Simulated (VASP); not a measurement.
# W3O (P4_2/mmc) in VASP: further runs, part 2 of 2

VASP 6.6.1. The steps go on from the part before.

## 3. Single point, PBE (strain +0.040 along x and y, -0.080 along z)

File INCAR:

```
PREC = Accurate ; ENCUT = 520
EDIFF = 1E-6 ; ISMEAR = 0
SIGMA = 0.15 ; LREAL = F
LASPH = T ; NELM = 80
ALGO = Fast ; ISIF = 2
LWAVE = F ; LCHARG = T
GGA = PE ; LELF = T
LVHAR = T ; NBANDS = 58
```

File KPOINTS:

```
regular mesh
0
Gamma
  8 8 8
```

File POSCAR:

```
W3O
1.0
    5.0798829854      0.0000000000      0.0000000000
    0.0000000000      5.0798829854      0.0000000000
    0.0000000000      0.0000000000      4.4937426410
W O
6 2
Direct
    0.5000000000      0.7500000000      0.0000000000
    0.0000000000      0.5000000000      0.7500000000
    0.2500000000      0.0000000000      0.5000000000
    0.5000000000      0.2500000000      0.0000000000
    0.0000000000      0.5000000000      0.2500000000
    0.7500000000      0.0000000000      0.5000000000
    0.5000000000      0.5000000000      0.5000000000
    0.0000000000      0.0000000000      0.0000000000
```

Potentials or basis: VASP PAW PBE potentials, release 64 (W_sv, O).

The run is started by

```sh
$ cat potpaw_PBE.64/W_sv/POTCAR potpaw_PBE.64/O/POTCAR > POTCAR
$ mpirun -np 1 vasp_std > vasp.out
```

OUTCAR:

```text
PREC = Accurate
   ENCUT = 520
   EDIFF = 1E-6
   ISMEAR = 0
   LREAL = F
   LASPH = T
   NELM = 80
   ISIF = 2
   GGA = PE

 ion  position               nearest neighbor table
   1  0.500  0.750  0.000-   4 2.54   4 2.54   7 2.58   7 2.58   3 2.88   6 2.88   6 2.88   3 2.88
                             2 3.05   5 3.05   2 3.05   5 3.05
   2  0.000  0.500  0.750-   5 2.25   5 2.25   4 3.05   1 3.05   6 3.05   3 3.05   3 3.05   6 3.05
                             1 3.05   4 3.05
   3  0.250  0.000  0.500-   6 2.54   6 2.54   8 2.58   8 2.58   1 2.88   4 2.88   1 2.88   4 2.88
                             2 3.05   2 3.05   5 3.05   5 3.05
   4  0.500  0.250  0.000-   1 2.54   1 2.54   7 2.58   7 2.58   3 2.88   6 2.88   6 2.88   3 2.88
                             2 3.05   5 3.05   2 3.05   5 3.05
   5  0.000  0.500  0.250-   2 2.25   2 2.25   3 3.05   4 3.05   6 3.05   1 3.05   3 3.05   6 3.05
                             1 3.05   4 3.05
   6  0.750  0.000  0.500-   3 2.54   3 2.54   8 2.58   8 2.58   1 2.88   4 2.88   4 2.88   1 2.88
                             5 3.05   2 3.05   5 3.05   2 3.05
   7  0.500  0.500  0.500-   1 2.58   4 2.58   1 2.58   4 2.58
   8  0.000  0.000  0.000-   3 2.58   6 2.58   3 2.58   6 2.58

  LATTYP: Found a simple tetragonal cell.
 ALAT       =     5.0798829854
 C/A-ratio  =     0.8846153846
[... 209 lines left out ...]
      4     -64.1798      2.00000
      5     -64.1798      2.00000
      6     -64.0156      2.00000
[... 1453 lines left out ...]
     57      12.3650      0.00000
     58      12.6800      0.00000

 [... further k-points ...]

------------------------ aborting loop because EDIFF is reached ----------------------------------------

  FORCE on cell =-STRESS in cart. coord.  units (eV):
  Direction    XX          YY          ZZ          XY          YZ          ZX
  --------------------------------------------------------------------------------------
  -------------------------------------------------------------------------------------
  Total       -2.0200935     -2.0200935     13.0028759      0.0000000      0.0000000      0.0000000
  in kB      -27.9104241    -27.9104241    179.6529642      0.0000000      0.0000000      0.0000000
  external PRESSURE =      41.2773720 kB  Pullay stress =       0.0000000 kB

 VOLUME and BASIS-vectors are now :
 -----------------------------------------------------------------------------
  energy-cutoff  :      520.00
  volume of cell :      115.96
      direct lattice vectors                 reciprocal lattice vectors
     5.079882985  0.000000000  0.000000000     0.196854928  0.000000000  0.000000000
     0.000000000  5.079882985  0.000000000     0.000000000  0.196854928  0.000000000
     0.000000000  0.000000000  4.493742641     0.000000000  0.000000000  0.222531658

 POSITION                                       TOTAL-FORCE (eV/Angst)
 -----------------------------------------------------------------------------------
      2.53994      3.80991      0.00000        -0.000000      0.617909      0.000000
      0.00000      2.53994      3.37031        -0.000000      0.000000      0.000000
      1.26997      0.00000      2.24687         0.617909      0.000000      0.000000
      2.53994      1.26997      0.00000        -0.000000     -0.617909      0.000000
      0.00000      2.53994      1.12344        -0.000000      0.000000     -0.000000
      3.80991      0.00000      2.24687        -0.617909     -0.000000      0.000000
      2.53994      2.53994      2.24687        -0.000000      0.000000      0.000000
      0.00000      0.00000      0.00000        -0.000000      0.000000      0.000000
 -----------------------------------------------------------------------------------
    total drift:                                0.000000     -0.000000      0.000000

  FREE ENERGIE OF THE ION-ELECTRON SYSTEM (eV)
  ---------------------------------------------------
  free  energy   TOTEN  =       -80.3135932219 eV

  energy  without entropy=      -80.2445254951  energy(sigma->0) =      -80.27905936
```

It took 15 min on 1 thread of Oxide Virtual Turin-like, shared host; peak memory 0.44 GiB.

What came out:

* Free energy: -80.3136 eV
* Pressure: 4.1 GPa
* Largest force: 0.618 eV/Å
* Band gap on the k mesh: zero (bands 48 and 49 overlap by 0.70 eV)

Forces on the atoms (eV/Å):
```
W    0.000  0.618  0.000
W    0.000  0.000  0.000
W    0.618  0.000  0.000
W    0.000 -0.618  0.000
W    0.000  0.000  0.000
W   -0.618  0.000  0.000
O    0.000  0.000  0.000
O    0.000  0.000  0.000
```

Stress tensor (GPa, compression positive):
```
-2.79  0.00  0.00
 0.00 -2.79  0.00
 0.00  0.00 17.97
```

Caveat: the cell differs from its parent crystal (strain +0.040 along x and y, -0.080 along z); the stress differs along the axes, from -3 to 18 GPa; spin-orbit coupling is left out, which moves the levels of the heavy elements.

## 4. Single point, PBE (strain +0.080 along x and y, -0.040 along z)

File INCAR:

```
  ALGO = Fast
  EDIFF = 1E-6
  ENCUT = 520
  GGA = PE
  ISIF = 2
  ISMEAR = 0
  LASPH = True
  LCHARG = True
  LELF = True
  LREAL = False
  LVHAR = True
  LWAVE = False
  NBANDS = 58
  NELM = 80
  PREC = Accurate
  SIGMA = 0.15
```

File KPOINTS:

```
k-points
0
Gamma
  8 8 8
```

POSCAR: that of step 3 with these lines changed.

```diff
@@ -2,5 +2,5 @@
 1.0
-    5.0798829854      0.0000000000      0.0000000000
-    0.0000000000      5.0798829854      0.0000000000
-    0.0000000000      0.0000000000      4.4937426410
+    5.2752631002      0.0000000000      0.0000000000
+    0.0000000000      5.2752631002      0.0000000000
+    0.0000000000      0.0000000000      4.6891227558
 W O
```

The run is started by

```sh
$ cat potpaw_PBE.64/W_sv/POTCAR potpaw_PBE.64/O/POTCAR > POTCAR
$ mpirun -np 1 vasp_std > vasp.out
```

It took 16 min on 1 thread of Oxide Virtual Turin-like, shared host; peak memory 0.47 GiB.

Results (log left out):

```yaml
Free_energy: -79.5350 eV
Pressure: -19.8 GPa
Largest_force: 0.743 eV/Å
Band_gap_on_the_k_mesh: zero (bands 48 and 49 overlap by 0.60 eV)
```

Forces in eV/Å, atoms in the order of the input:
```
W    0.000  0.743  0.000
W    0.000  0.000  0.000
W    0.743  0.000  0.000
W    0.000 -0.743  0.000
W    0.000  0.000  0.000
W   -0.743  0.000  0.000
O    0.000  0.000  0.000
O    0.000  0.000  0.000
```

Stress tensor (GPa, compression positive):
```
-23.75   0.00   0.00
  0.00 -23.75   0.00
  0.00   0.00 -11.80
```

Levels at points of the mesh, in eV from the Fermi level:
| k point | band 46 | band 47 | band 48 | band 49 | band 50 | band 51 |
| --- | --- | --- | --- | --- | --- | --- |
| (0.00, 0.00, 0.00) | -0.58 | -0.27 | -0.27 | 0.89 | 0.89 | 1.17 |
| (0.50, 0.00, 0.00) | -0.91 | 0.22 | 0.22 | 0.55 | 0.80 | 1.13 |
| (0.50, 0.50, 0.00) | -0.74 | -0.74 | -0.32 | -0.32 | 0.01 | 0.32 |
| (0.00, 0.00, 0.50) | -0.39 | 0.09 | 0.09 | 0.40 | 0.40 | 0.49 |
| (0.50, 0.00, 0.50) | -0.43 | -0.40 | -0.20 | -0.20 | 0.12 | 0.20 |
| (0.50, 0.50, 0.50) | -0.82 | -0.69 | -0.69 | 0.13 | 0.13 | 0.26 |

Caveat: the cell differs from its parent crystal (strain +0.080 along x and y, -0.040 along z); the stress differs along the axes, from -24 to -12 GPa; spin-orbit coupling is left out, which moves the levels of the heavy elements.

## 5. Single point, PBE (strain +0.080 along x and y, +0.000 along z)

File INCAR:

```
PREC = Accurate
ENCUT = 520
EDIFF = 1E-6
ISMEAR = 0
SIGMA = 0.15
LREAL = F
LASPH = T
NELM = 100
ALGO = Fast
ISIF = 2
LWAVE = F
LCHARG = T
GGA = PE
LELF = T
LVHAR = T
NBANDS = 58
```

File KPOINTS:

```
Automatic mesh
0
Gamma
  8 8 8
```

POSCAR: that of step 4 with these lines changed.

```diff
@@ -4,3 +4,3 @@
     0.0000000000      5.2752631002      0.0000000000
-    0.0000000000      0.0000000000      4.6891227558
+    0.0000000000      0.0000000000      4.8845028706
 W O
```

The run is started by

```sh
$ cat potpaw_PBE.64/W_sv/POTCAR potpaw_PBE.64/O/POTCAR > POTCAR
$ mpirun -np 1 vasp_std > vasp.out
```

Wall time 12 min (1 thread of Oxide Virtual Turin-like, shared host); peak memory 0.49 GiB.

Results (log left out):

- Free energy: -78.9437 eV
- Pressure: -26.2 GPa
- Largest force: 0.600 eV/Å
- Band gap on the k mesh: zero (bands 48 and 49 overlap by 0.60 eV)

Forces in eV/Å, atoms in the order of the input:
```
W    0.000  0.600  0.000
W    0.000  0.000  0.000
W    0.600  0.000  0.000
W    0.000 -0.600  0.000
W    0.000  0.000  0.000
W   -0.600  0.000  0.000
O    0.000  0.000  0.000
O    0.000  0.000  0.000
```

Stress tensor (GPa, compression positive):
```
-27.93   0.00   0.00
  0.00 -27.93   0.00
  0.00   0.00 -22.74
```

Levels at points of the mesh, in eV from the Fermi level:
| k point | band 44 | band 45 | band 46 | band 47 | band 48 | band 49 | band 50 | band 51 | band 52 | band 53 |
| --- | --- | --- | --- | --- | --- | --- | --- | --- | --- | --- |
| (0.00, 0.00, 0.00) | -1.25 | -1.02 | -0.66 | -0.15 | -0.15 | 0.76 | 0.90 | 0.90 | 1.29 | 1.89 |
| (0.50, 0.00, 0.00) | -1.45 | -1.07 | -0.93 | 0.19 | 0.24 | 0.54 | 0.63 | 0.81 | 1.50 | 1.52 |
| (0.50, 0.50, 0.00) | -0.88 | -0.88 | -0.69 | -0.69 | -0.27 | -0.27 | -0.08 | 0.15 | 0.29 | 0.82 |
| (0.00, 0.00, 0.50) | -1.65 | -0.61 | -0.61 | 0.18 | 0.18 | 0.27 | 0.27 | 0.63 | 0.63 | 1.53 |
| (0.50, 0.00, 0.50) | -0.65 | -0.55 | -0.48 | -0.46 | -0.19 | -0.12 | -0.07 | -0.01 | 0.25 | 0.69 |
| (0.50, 0.50, 0.50) | -0.90 | -0.79 | -0.79 | -0.70 | -0.70 | -0.14 | -0.14 | 0.25 | 0.25 | 0.46 |

Caveat: the cell differs from its parent crystal (strain +0.080 along x and y, +0.000 along z); the stress differs along the axes, from -28 to -23 GPa; spin-orbit coupling is left out, which moves the levels of the heavy elements.

## 6. Overview

| cell | gap on the mesh (eV) | pressure (GPa) | largest force (eV/Å) |
| --- | --- | --- | --- |
| a = 5.080, b = 5.080, c = 4.494 Å, 8 atoms | none | 4.1 | 0.62 |
| a = 5.275, b = 5.275, c = 4.689 Å, 8 atoms | none | -19.8 | 0.74 |
| a = 5.275, b = 5.275, c = 4.885 Å, 8 atoms | none | -26.2 | 0.60 |

Alike in all rows: task single point; level PBE; potentials or basis VASP PAW PBE potentials, release 64 (W_sv, O); no spin polarisation; k mesh 8 × 8 × 8; cutoff (eV) 520; smearing gaussian 0.15 eV.

Caveats: spin-orbit coupling is left out, which moves the levels of the heavy elements; the stress differs along the axes, from -3 to 18 GPa (at least some runs); the stress differs along the axes, from -24 to -12 GPa (at least some runs); the stress differs along the axes, from -28 to -23 GPa (at least some runs).

Total energies depend on the potentials used, so only differences within one code and one set of settings carry meaning.
